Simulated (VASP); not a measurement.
# Al (P6/mmm) in VASP: further runs

Aim: see how the results for Al move with the level of theory and the settings. Levels: PBE+D3(BJ), PBE. Tasks: single point, relaxation of cell and atoms.

Program: VASP 6.6.1. These are calculated values, not measurements. Logs are shortened: lines on timing, memory, paths and dates and some standing lists are left out, and cuts for length are marked.

## 1. The cell of the first run

It takes space group P6/mmm (No. 191, hexagonal). Conventional cell: a = 4.492 Å, b = 4.492 Å, c = 2.723 Å, α = 90.00°, β = 90.00°, γ = 120.00°. Within 3.4 Å of Al (site symmetry -6m2) lie 5 Al at 2.59 to 2.72 Å.

## 2. Single point, PBE+D3(BJ)

File INCAR:

```
  ALGO = Fast
  EDIFF = 1E-7
  ENCUT = 520
  GGA = PE
  ISIF = 2
  ISMEAR = -1
  IVDW = 12
  LASPH = True
  LCHARG = True
  LELF = True
  LREAL = False
  LVHAR = True
  LWAVE = False
  NBANDS = 10
  NELM = 100
  PREC = Accurate
  SIGMA = 0.05
```

File KPOINTS:

```
k-points
0
Gamma
  7 7 10
```

File POSCAR:

```
Al
1.0
    4.4916000000      0.0000000000      0.0000000000
   -2.2458000000      3.8898400000      0.0000000000
    0.0000000000      0.0000000000      2.7226000000
Al
2
Direct
    0.3333300000      0.6666700000      0.0000000000
    0.6666700000      0.3333300000      0.0000000000
```

Potentials or basis: VASP PAW PBE potentials, release 64 (Al).

Launch:

```console
cat potpaw_PBE.64/Al/POTCAR > POTCAR
mpirun -np 1 vasp_std > vasp.out
```

OUTCAR:

```text
EDIFF = 1E-7
   ENCUT = 520
   GGA = PE
   ISIF = 2
   ISMEAR = -1
   IVDW = 12
   LASPH = True
   LREAL = False
   NELM = 100
   PREC = Accurate
 IVDW          = 12

 ion  position               nearest neighbor table
   1  0.333  0.667  0.000-   2 2.59   2 2.59   2 2.59
   2  0.667  0.333  0.000-   1 2.59   1 2.59   1 2.59

  LATTYP: Found a hexagonal cell.
 ALAT       =     4.4916000000
 C/A-ratio  =     0.6061537091

  Lattice vectors:

 A1 = (   4.4916000000,   0.0000000000,   0.0000000000)
 A2 = (  -2.2458000000,   3.8898400000,   0.0000000000)
 A3 = (   0.0000000000,   0.0000000000,   2.7226000000)

Analysis of symmetry for initial positions (statically):
=====================================================================
 Subroutine PRICEL returns:
 Original cell was already a primitive cell.

 Routine SETGRP: Setting up the symmetry group for a
 hexagonal supercell.

 Subroutine GETGRP returns: Found  8 space group operations
 (whereof  8 operations were pure point group operations)
 out of a pool of 24 trial point group operations.

The static configuration has the point symmetry D_2h.

Analysis of symmetry for dynamics (positions and initial velocities):
=====================================================================
 Subroutine PRICEL returns:
 Original cell was already a primitive cell.

 Routine SETGRP: Setting up the symmetry group for a
 hexagonal supercell.

 Subroutine GETGRP returns: Found  8 space group operations
 (whereof  8 operations were pure point group operations)
 out of a pool of 24 trial point group operations.

The dynamic configuration has the point symmetry D_2h.

 Subroutine INISYM returns: Found  8 space group operations
 (whereof  8 operations are pure point group operations),
 and found     1 'primitive' translations

----------------------------------------------------------------------------------------

                                     Primitive cell

  volume of cell :      47.5682

  direct lattice vectors                    reciprocal lattice vectors
     4.491600000  0.000000000  0.000000000     0.222637813  0.128539991  0.000000000
    -2.245800000  3.889840000  0.000000000     0.000000000  0.257079983  0.000000000
     0.000000000  0.000000000  2.722600000     0.000000000  0.000000000  0.367295967

  length of vectors
     4.491600000  4.491600257  2.722600000     0.257079997  0.257079983  0.367295967

  position of ions in fractional coordinates (direct lattice)
     0.333330000  0.666670000  0.000000000
     0.666670000  0.333330000  0.000000000

  ion indices of the primitive-cell ions
   primitive index   ion index
                 1           1
                 2           2

----------------------------------------------------------------------------------------

 KPOINTS: k-points

Automatic generation of k-mesh.
 Grid dimensions read from file:
 generate k-points for:    7    7   10

 Generating k-lattice:

  Cartesian coordinates                     Fractional coordinates (reciprocal lattice)
     0.031805402  0.018362856  0.000000000     0.142857143  0.000000000  0.000000000
     0.000000000  0.036725712  0.000000000     0.000000000  0.142857143  0.000000000
     0.000000000  0.000000000  0.036729597     0.000000000  0.000000000  0.100000000

  Length of vectors
     0.036725714  0.036725712  0.036729597

  Shift w.r.t. Gamma in fractional coordinates (k-lattice)
     0.000000000  0.000000000  0.000000000

 Subroutine IBZKPT returns following result:
 ===========================================

 Found     96 irreducible k-points:

 Following reciprocal coordinates:
            Coordinates               Weight
  0.000000  0.000000  0.000000      1.000000
  0.142857  0.000000  0.000000      4.000000
 -0.142857  0.142857  0.000000      2.000000
  0.285714  0.000000  0.000000      4.000000
 -0.285714  0.285714  0.000000      2.000000
  0.428571  0.000000  0.000000      4.000000
[... 16 lines left out ...]
 -0.428571  0.428571  0.100000      4.000000
  0.142857  0.142857  0.100000      4.000000
 [... further k-points ...]
   k-points           NKPTS =     96   k-points in BZ     NKDIM =     96   number of bands    NBANDS=     10
   number of dos      NEDOS =    301   number of ions     NIONS =      2
   total plane-waves  NPLWV =  25920
   dimension x,y,z NGX =    36 NGY =   36 NGZ =   20
   dimension x,y,z NGXF=    72 NGYF=   72 NGZF=   40
   ions per type =               2
   NGX,Y,Z   is equivalent  to a cutoff of  13.32, 13.32, 12.21 a.u.
   NGXF,Y,Z  is equivalent  to a cutoff of  26.65, 26.65, 24.42 a.u.
 SYSTEM =  unknown system
   PREC   = accura    normal or accurate (medium, high low for compatibility)
   ISTART =      0    job   : 0-new  1-cont  2-samecut
   ICHARG =      2    charge: 1-file 2-atom 10-const
   ISPIN  =      1    spin polarized calculation?
   LNONCOLLINEAR =      F non collinear calculations
   LSORBIT =      F    spin-orbit coupling
   LASPH  =      T    aspherical Exc in radial PAW
   ENCUT  =  520.0 eV  38.22 Ry    6.18 a.u.   8.35  8.35  5.06*2*pi/ulx,y,z
   NELM   =    100;   NELMIN=  2; NELMDL= -5     # of ELM steps
   EDIFF  = 0.1E-06   stopping-criterion for ELM
   LREAL  =      F    real-space projection
   EDIFFG = 0.1E-05   stopping-criterion for IOM
   NSW    =      0    number of steps for IOM
   IBRION =     -1    ionic relax: 0-MD 1-quasi-New 2-CG
   NFREE  =      0    steps in history (QN), initial steepest desc. (CG)
   ISIF   =      2    stress and relaxation
   ISYM   =      2    0-nonsym 1-usesym 2-fastsym
   POTIM  = 0.5000    time-step for ionic-motion
   TEBEG  =    0.0;   TEEND  =   0.0 temperature during run
   PSTRESS=    0.0 pullay stress
   NELECT =       6.0000    total number of electrons
   NUPDOWN=      -1.0000    fix difference up-down
   EMIN   =  10.00;   EMAX   =-10.00  energy-range for DOS
   EFERMI =   0.00;   METHOD = LEGACY
   ISMEAR =    -1;   SIGMA  =   0.05  broadening in eV -4-tet -1-fermi 0-gaus
   EFERMI_NEDOS =   21; number of points for ismear=-14 and -15
   IALGO  =     68    algorithm
   IMIX   =      4    mixing-type and parameters
     AMIX     =   0.40;   BMIX     =  1.00
     AMIX_MAG =   1.60;   BMIX_MAG =  1.00
  volume/ion in A,a.u.               =      23.78       160.50
  Fermi-wavevector in a.u.,A,eV,Ry     =   0.821019  1.551500  9.171302  0.674072
  Thomas-Fermi vector in A             =   1.932104
   LORBIT       =      0    0 simple, 1 ext, 2 COOP (PROOUT), +10 PAW based schemes
   GGA     = PE    functional components
   LHFCALC =     F    Hartree Fock is set to
   AEXX    =    0.0000 exact exchange contribution
   IVDW    =    12    specifies the selected vdW correction
   LEPSILON=     F    determine dielectric tensor
   LRPA    =     F    only Hartree local field effects (RPA)
 non-spin polarized calculation
 RMM-DIIS sequential band-by-band and
  energy-cutoff  :      520.00
  volume of cell :       47.57
 maximum number of plane-waves:      1301
 NGX is ok and might be reduce to    36
   NGX = 17   NGY = 17   NGZ = 11

 number of electron       6.0000000 magnetization

 Free energy of the ion-electron system (eV)
  ---------------------------------------------------
  ext. energy  EPLUGINS =         0.00000000
  ---------------------------------------------------
  free energy    TOTEN  =        -6.50893814 eV

  energy without entropy =       -6.50399752  energy(sigma->0) =       -6.50646783

 E-fermi :   4.2001     XC(G=0):  -8.5920

 val. band max:        4.1211796855   @ k =   0.2857   0.0000   0.3000
 cond. band min:       4.2126955422   @ k =   0.4286   0.4286   0.4000
 fundamental gap:      0.0915158567
 Fermi energy:         4.2000537646

 k-point     1 :       0.0000    0.0000    0.0000
  band No.  band energies     occupation
      1      -4.7403      2.00000
      2       3.3351      2.00000
      3       3.3353      2.00000
      4       3.8030      1.99929
      5       6.4298      0.00000
      6       6.4301      0.00000
      7       9.7300      0.00000
      8      13.7738      0.00000
      9      14.2840      0.00000
     10      20.3686      0.00000

 k-point     2 :       0.1429    0.0000    0.0000
  band No.  band energies     occupation
      1      -4.5634      2.00000
      2       1.6639      2.00000
      3       3.0313      2.00000
      4       4.9800      0.00000
      5       6.5597      0.00000
      6       7.1010      0.00000
      7      10.7471      0.00000
      8      13.9191      0.00000
      9      14.3292      0.00000
     10      19.0592      0.00000

 k-point     3 :      -0.1429    0.1429    0.0000
  band No.  band energies     occupation
      1      -4.5634      2.00000
      2       1.6640      2.00000
      3       3.0312      2.00000
      4       4.9800      0.00000
      5       6.5597      0.00000
      6       7.1011      0.00000
      7      10.7471      0.00000
      8      13.9191      0.00000
      9      14.3292      0.00000
     10      19.0602      0.00000

 k-point     4 :       0.2857    0.0000    0.0000
  band No.  band energies     occupation
      1      -4.0481      2.00000
      2      -0.0767      2.00000
      3       2.5517      2.00000
      4       4.7123      0.00007
      5       8.2837      0.00000
      6       8.6796      0.00000
      7      12.7847      0.00000
      8      14.3131      0.00000
      9      14.3403      0.00000
     10      16.2054      0.00000

 k-point     5 :      -0.2857    0.2857    0.0000
  band No.  band energies     occupation
      1      -4.0482      2.00000
      2      -0.0766      2.00000
      3       2.5516      2.00000
      4       4.7122      0.00007
      5       8.2838      0.00000
      6       8.6797      0.00000
      7      12.7847      0.00000
      8      14.3132      0.00000
      9      14.3402      0.00000
     10      16.2055      0.00000

 k-point     6 :       0.4286    0.0000    0.0000
  band No.  band energies     occupation
      1      -3.3123      2.00000
      2      -1.4481      2.00000
      3       2.2651      2.00000
      4       4.3702      0.06436
      5      10.4461      0.00000
      6      10.7854      0.00000
      7      12.5402      0.00000
      8      13.3264      0.00000
      9      14.9298      0.00000
     10      15.7488      0.00000
[... 183 lines left out ...]
 k-point    21 :      -0.2857    0.2857    0.1000
  band No.  band energies     occupation
      1      -3.8510      2.00000
      2       0.1144      2.00000
      3       2.7296      2.00000
      4       4.8942      0.00000
      5       8.3991      0.00000
      6       8.8593      0.00000
      7      10.9040      0.00000
      8      13.7444      0.00000
      9      15.3495      0.00000
     10      16.2986      0.00000

 k-point    22 :       0.4286    0.0000    0.1000
  band No.  band energies     occupation
      1      -3.1158      2.00000
      2      -1.2551      2.00000
      3       2.4436      2.00000
      4       4.5548      0.00166
      5      10.2828      0.00000
      6      10.9618      0.00000
      7      11.4539      0.00000
      8      13.4967      0.00000
      9      14.0221      0.00000
     10      14.6005      0.00000

 k-point    23 :      -0.4286    0.4286    0.1000
  band No.  band energies     occupation
      1      -3.1159      2.00000
      2      -1.2549      2.00000
      3       2.4435      2.00000
      4       4.5547      0.00166
      5      10.2828      0.00000
      6      10.9619      0.00000
      7      11.4540      0.00000
      8      13.4968      0.00000
      9      14.0220      0.00000
     10      14.6007      0.00000

 k-point    24 :       0.1429    0.1429    0.1000
  band No.  band energies     occupation
      1      -4.0186      2.00000
      2       0.6307      2.00000
      3       2.5197      2.00000
      4       6.0084      0.00000
      5       6.5756      0.00000
      6       8.9662      0.00000
      7      10.7000      0.00000
      8      13.1093      0.00000
      9      15.7890      0.00000
     10      16.1716      0.00000

 [... further k-points ...]

------------------------ aborting loop because EDIFF is reached ----------------------------------------

 Edisp (eV)   -0.46009

 E8    (eV) :    -0.2057

  FORCE on cell =-STRESS in cart. coord.  units (eV):
  Direction    XX          YY          ZZ          XY          YZ          ZX
  --------------------------------------------------------------------------------------
  -------------------------------------------------------------------------------------
  Total       0.07512     0.07552    -0.18493     0.00035     0.00000     0.00000
  in kB       2.53001     2.54355    -6.22862     0.01173     0.00000     0.00000
  external pressure =       -0.39 kB  Pullay stress =        0.00 kB

 VOLUME and BASIS-vectors are now :
 -----------------------------------------------------------------------------
  energy-cutoff  :      520.00
  volume of cell :       47.57
      direct lattice vectors                 reciprocal lattice vectors
     4.491600000  0.000000000  0.000000000     0.222637813  0.128539991  0.000000000
    -2.245800000  3.889840000  0.000000000     0.000000000  0.257079983  0.000000000
     0.000000000  0.000000000  2.722600000     0.000000000  0.000000000  0.367295967

 POSITION                                       TOTAL-FORCE (eV/Angst)
 -----------------------------------------------------------------------------------
     -0.00002      2.59324      0.00000         0.000298     -0.000172      0.000000
      2.24582      1.29660      0.00000        -0.000298      0.000172      0.000000
 -----------------------------------------------------------------------------------
    total drift:                               -0.000000      0.000000     -0.000000

  FREE ENERGIE OF THE ION-ELECTRON SYSTEM (eV)
  ---------------------------------------------------
  free  energy   TOTEN  =        -6.9690241897 eV

  energy  without entropy=       -6.9640835711  energy(sigma->0) =       -6.96655388
```

It took 21 s on 1 thread of Intel Xeon 6975P-C (Granite Rapids), shared host; peak memory 0.18 GiB.

What came out:

```yaml
Free_energy: -6.9690 eV
Pressure: 0.0 GPa
Band_gap_on_the_k_mesh: zero (band 3 reaches 6.66 eV, above the bottom of band 4 at 3.19 eV)
Dispersion_energy_per_atom: -0.230 eV
```

Caveat: three body term missing; pairwise dispersion overbinds metals, which lowers pressure and volume.

## 3. Relaxation of cell and atoms, PBE

File INCAR:

```
SYSTEM = Al
ALGO = Normal
EDIFF = 1E-6
EDIFFG = -0.01
ENCUT = 600
GGA = PE
IBRION = 2
ISIF = 3
ISMEAR = -1
LASPH = .True.
LCHARG = .False.
LREAL = .False.
LWAVE = .False.
NELM = 60
NSW = 60
PREC = Accurate
SIGMA = 0.05
```

File KPOINTS:

```
k-points
0
Gamma
  7 7 10
  0 0 0
```

POSCAR is that of step 2.

Potentials or basis: VASP PAW PBE potentials, release 64 (Al).

Launch:

```console
cat potpaw_PBE.64/Al/POTCAR > POTCAR
mpirun -np 1 vasp_std > vasp.out
```

It took 34 s on 1 thread of Intel Xeon 6975P-C (Granite Rapids), shared host; peak memory 0.18 GiB.

Results (log left out):

```
Free energy                            : -6.5176 eV
Relaxed volume                         : 24.61 Å³/atom
Relaxed cell                           : a = 4.550 Å, b = 4.550 Å, c = 2.745 Å, α = 90.00°, β = 90.00°, γ = 120.00°
Space group after relaxing (to 0.05 Å) : P6/mmm (No. 191)
Energy gained by relaxing              : 4.3 meV/atom
Ionic steps                            : 4
Pressure after relaxing                : 0.0 GPa
Band gap on the k mesh                 : zero (band 3 reaches 6.35 eV, above the bottom of band 4 at 2.98 eV)
```

The path:
```
step  energy change (eV)  largest force (eV/Å)  pressure (GPa)  volume (Å³)
   1              0.0000                0.0003            1.63        47.57
   2             -0.0085                0.0000           -0.04        49.25
   3             -0.0085                0.0000            0.04        49.16
   4             -0.0086                0.0000           -0.01        49.22
```

Final structure:
```xyz
2
Lattice="4.5503 0.0000 0.0000 -2.2751 3.9407 0.0000 0.0000 0.0000 2.7447" Properties=species:S:1:pos:R:3 pbc="T T T"
Al    0.0000    2.6271    0.0000
Al    2.2752    1.3136    0.0000
```

Levels at points of the mesh, in eV from the Fermi level:
```csv
k point,band 1,band 2,band 3,band 4,band 5,band 6,band 7
"(0.00, 0.00, 0.00)",-8.78,-0.87,-0.86,-0.57,2.21,2.21,5.48
"(0.00, 0.00, 0.50)",-4.42,-3.52,2.39,2.39,2.67,5.38,5.38
```
